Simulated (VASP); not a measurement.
A run of VASP 6.6.1:

INCAR

```
SYSTEM = Li2Si2Au3
PREC = Accurate ; ENCUT = 520
EDIFF = 1E-6 ; ISMEAR = 0
SIGMA = 0.2 ; LREAL = .FALSE.
LASPH = .TRUE. ; NELM = 100
ALGO = Normal ; ISIF = 2
LWAVE = .FALSE. ; LCHARG = .TRUE.
GGA = PE ; LELF = .TRUE.
LVHAR = .TRUE. ; NBANDS = 32
```

File KPOINTS:

```
regular mesh
0
G
  4 4 3
  0 0 0
```

The input POSCAR:

```
Li2Si2Au3
1.0
    4.3538028165      0.0000000000      0.0000000000
    0.0000000000      4.3538028165      0.0000000000
    0.0000000000      0.0000000000      6.0849986890
Li Si Au
2 2 3
Direct
    0.5000000000      0.0000000000      0.7707503392
    0.0000000000      0.5000000000      0.2292496608
    0.0000000000      0.5000000000      0.7529751911
    0.5000000000      0.0000000000      0.2470248089
    0.5000000000      0.5000000000      0.5000000000
    0.5000000000      0.5000000000      0.0000000000
    0.0000000000      0.0000000000      0.5000000000
```

Potentials or basis: VASP PAW PBE potentials, release 64 (Li_sv, Si, Au).

The run is started by

```console
$ cat potpaw_PBE.64/Li_sv/POTCAR potpaw_PBE.64/Si/POTCAR potpaw_PBE.64/Au/POTCAR > POTCAR
$ mpirun -np 1 vasp_std > vasp.out
```

Hardware: 1 thread of Intel(R) Xeon(R) 6975P-C (Granite Rapids) (shared host).

Question: How long does it take, and how much memory?

Answer: Run time: 17 s on 1 thread of Intel(R) Xeon(R) 6975P-C (Granite Rapids) (shared host), peak memory 0.22 GiB. Counts: scf iterations 14, k points 12.
